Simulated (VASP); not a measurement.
VRe: single point with LDA

Crystal: VRe.

```
CELL_PARAMETERS angstrom
1.38482 -1.99020 0.00000
1.38482 1.99020 0.00000
0.00000 0.00000 3.81349
ATOMIC_POSITIONS crystal
V 0.50000 0.50000 0.50000
Re 0.00000 0.00000 0.00000
```

```
Program             : VASP 6.6.1
Task                : single point
Functional          : LDA
Potentials or basis : VASP PAW LDA potentials, release 64 (V_sv, Re_sv_GW)
Cutoff              : 560 eV
k mesh              : 14 × 14 × 9
Occupations         : fermi-dirac, width 0.05 eV
Spin                : no spin polarisation
```

```json
{
 "Pressure": "132.5 GPa",
 "Band gap on the k mesh": "zero (bands 14 and 15 overlap by 3.74 eV)"
}
```

Stress tensor (GPa, compression positive):
```
132.57   0.00   0.00
  0.00 132.56   0.00
  0.00   0.00 132.39
```

Levels at points of the mesh, in eV from the Fermi level:
```tsv
k point	band 11	band 12	band 13	band 14	band 15	band 16	band 17	band 18
(0.00, 0.00, 0.00)	-5.62	-2.31	-1.89	-0.91	1.89	1.91	2.08	2.57
(0.50, 0.00, 0.00)	-3.71	-3.32	-2.55	-1.53	1.29	1.42	2.87	3.37
(0.50, 0.50, 0.00)	-6.45	-5.00	1.66	2.38	3.20	4.08	5.02	5.40
```

It took 110 s on 1 thread of Intel(R) Xeon(R) Platinum 8259CL CPU @ 2.50GHz (Skylake/Cascade Lake), on a shared host, peak memory 0.26 GiB.

Caveat: the cell stands under pressure; spin-orbit coupling is left out, which moves the levels of the heavy elements.
